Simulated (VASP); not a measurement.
Input of a VASP 6.6.1 run:

The input INCAR:

```
SYSTEM = Al2Pd
PREC     = Accurate       ! precision mode
ENCUT    = 600            ! plane-wave cutoff, eV
EDIFF    = 1E-6           ! SCF threshold, eV
ISMEAR   = -1             ! smearing method
SIGMA    = 0.1            ! smearing width, eV
LREAL    = .FALSE.        ! projectors in reciprocal space
LASPH    = .TRUE.         ! aspherical terms in the spheres
NELM     = 80             ! most SCF steps
ALGO     = Normal         ! electronic algorithm
ISIF     = 3              ! what is computed and relaxed
LWAVE    = .FALSE.        ! write WAVECAR
LCHARG   = .FALSE.        ! write CHGCAR
GGA      = PS             ! functional
IBRION   = 2              ! ionic algorithm
NSW      = 80             ! ionic steps
EDIFFG   = -0.01          ! ionic threshold
PSTRESS  = 200.0
```

File KPOINTS:

```
regular mesh
0
G
  8 8 8
  0 0 0
```

File POSCAR:

```
Al2Pd
1.0
    0.0000000000      2.9495355700      2.9495355700
    2.9495355700      0.0000000000      2.9495355700
    2.9495355700      2.9495355700      0.0000000000
Al Pd
2 1
Direct
    0.2500000000      0.2500000000      0.2500000000
    0.7500000000      0.7500000000      0.7500000000
    0.0000000000      0.0000000000      0.0000000000
```

Potentials or basis: VASP PAW PBE potentials, release 64 (Al, Pd).

Launch:

```console
$ cat potpaw_PBE.64/Al/POTCAR potpaw_PBE.64/Pd/POTCAR > POTCAR
$ mpirun -np 1 vasp_std > vasp.out
```

Q: What does it give for the space group after relaxing (to 0.05 Å)?

A: Fm-3m (No. 225).

Q: Predict the relaxed cell.

A: a = 3.992 Å, b = 3.992 Å, c = 3.992 Å, α = 60.00°, β = 60.00°, γ = 60.00°.

Final structure:
```yaml
crystal:
  lattice:
    - [0.00000, 2.82284, 2.82284]
    - [2.82284, 0.00000, 2.82284]
    - [2.82284, 2.82284, 0.00000]
  atoms:
    - { symbol: Al, position: [0.25000, 0.25000, 0.25000] }
    - { symbol: Al, position: [0.75000, 0.75000, 0.75000] }
    - { symbol: Pd, position: [0.00000, 0.00000, 0.00000] }
```

Caveat: the cell is relaxed towards a set pressure, so the enthalpy falls and the energy may rise.
